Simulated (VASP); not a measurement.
Write the native input for VASP 6.6.1 that does the following.

* Task: single point
* Functional: PBE
* Potentials or basis: VASP PAW PBE potentials, release 64 (Cu, O)
* Cutoff: 600 eV
* k mesh: 8 × 8 × 8
* Occupations: gaussian, width 0.02 eV
* Spin: no spin polarisation
* Dipole correction: no
* Further INCAR settings: ALGO = Normal; EDIFF = 1e-06; NBANDS = 37

The structure of Cu2O lies in POSCAR:

```
Cu2O
1.0
    4.2982410556      0.0000000000      0.0000000000
    0.0000000000      4.2982410556      0.0000000000
    0.0000000000      0.0000000000      4.2982410556
Cu O
4 2
Direct
    0.2500000000      0.2500000000      0.2500000000
    0.2500000000      0.7500000000      0.7500000000
    0.7500000000      0.7500000000      0.2500000000
    0.7500000000      0.2500000000      0.7500000000
    0.0000000000      0.0000000000      0.0000000000
    0.5000000000      0.5000000000      0.5000000000
```

These files were run (other wordings do the same):

INCAR

```
PREC     = Accurate       # precision mode
ENCUT    = 600            # plane-wave cutoff, eV
EDIFF    = 1E-6           # SCF threshold, eV
ISMEAR   = 0              # smearing method
SIGMA    = 0.02           # smearing width, eV
LREAL    = False          # projectors in reciprocal space
LASPH    = True           # aspherical terms in the spheres
NELM     = 120            # most SCF steps
ALGO     = Normal         # electronic algorithm
ISIF     = 2              # what is computed and relaxed
LWAVE    = False          # write WAVECAR
LCHARG   = True           # write CHGCAR
GGA      = PE             # functional
LELF     = True           # ELF
LVHAR    = True         
NBANDS   = 37             # bands
GGA_COMPAT= False
```

KPOINTS

```
regular mesh
0
Gamma
  8 8 8
```

Potentials or basis: VASP PAW PBE potentials, release 64 (Cu, O).

Launch:

```console
$ cat potpaw_PBE.64/Cu/POTCAR potpaw_PBE.64/O/POTCAR > POTCAR
$ mpirun -np 1 vasp_std > vasp.out
```

It gave:

- Pressure: 0.6 GPa
- Band gap on the k mesh: 0.48 eV

Run time: 2.9 min on 1 thread of Intel Xeon 8259CL, with other jobs on the host, peak memory 0.25 GiB.
